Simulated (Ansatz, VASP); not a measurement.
## B: VASP beside Ansatz

```
B
1.0
     2.06222    0.00000    0.00000
    -1.03111    1.78593    0.00000
     0.00000    0.00000    1.92689
B
1
Direct
  0.00000 0.00000 0.00000
```

Alike in both runs: task relaxation of cell and atoms; functional r2SCAN; k mesh 9 × 9 × 8; occupations gaussian, width 0.1 eV; no spin polarisation.

|  | VASP | Ansatz |
| --- | --- | --- |
| version | VASP 6.6.1 | Ansatz 0.2.0 |
| potentials or method | VASP PAW PBE potentials, release 64 (B), cutoff 600 eV | scalar-relativistic, plane waves, PAW |
| valence electrons in the cell | 3 | 3 |

|  | VASP | Ansatz | Ansatz less VASP |
| --- | --- | --- | --- |
| gap on the k mesh at the Fermi level, each at its own relaxed structure (eV) | none | none | - |
| relaxed volume (Å³/atom) | 6.51 | 6.50 | -0.009 |
| relaxed cell length with the largest relative difference (Å) | 2.230 | 2.225 | -0.0047 |

VASP's potentials were made for PBE, not for r2SCAN. A gap of «none» marks a metal or a gap that the smearing closes.

The k mesh is coarse, so the values compare programs but aren't converged.
